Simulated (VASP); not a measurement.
Wanted: the native input for a VASP 6.6.1 run.

| Item | Value |
| --- | --- |
| Task | single point |
| Functional | PBE |
| Potentials or basis | VASP PAW PBE potentials, release 64 (Ni) |
| Cutoff | 520 eV |
| k mesh | 8 × 13 × 11 |
| Occupations | gaussian, width 0.05 eV |
| Spin | collinear spin, ferromagnetic start |
| Starting moments | [2.0, 2.0] μB |
| Dipole correction | no |
| Further INCAR settings | ALGO = Normal; EDIFF = 1e-06; NBANDS = 21; ISYM = 0 |

The structure of Ni lies in POSCAR:

```
Ni
1.0
   -1.7678000000     -3.5356000000     -1.7678000000
   -1.7678000000      0.0000000000     -1.7678000000
    1.7678000000      0.0000000000     -1.7678000000
Ni
2
Direct
    0.0000000000      0.0000000000      0.0000000000
    0.5000000000      0.0000000000      0.5000000000
```

These files were run (other wordings do the same):

INCAR

```
PREC = Accurate
ENCUT = 520
EDIFF = 1E-6
ISMEAR = 0
SIGMA = 0.05
LREAL = F
LASPH = T
NELM = 150
ALGO = Normal
ISIF = 2
LWAVE = F
LCHARG = F
ISPIN = 2
MAGMOM = 2 2
LORBIT = 11
LMAXMIX = 4
GGA = PE
ISYM = 0
NBANDS = 21
```

KPOINTS

```
Automatic mesh
0
Gamma
  8 13 11
```

Potentials or basis: VASP PAW PBE potentials, release 64 (Ni).

Launch:

```sh
$ cat potpaw_PBE.64/Ni/POTCAR > POTCAR
$ mpirun -np 1 vasp_std > vasp.out
```

Results of the run:

* Pressure: -3.0 GPa
* Net moment: 1.25 μB per cell
* Site moments: Ni +0.64 μB
* Valence electrons inside the program's atomic spheres: Ni 9.28

Caveat: the cell stands under tension.

It took 3.8 min on 1 thread of Intel(R) Xeon(R) Platinum 8488C (Sapphire Rapids), with other jobs on the host, peak memory 0.44 GiB.
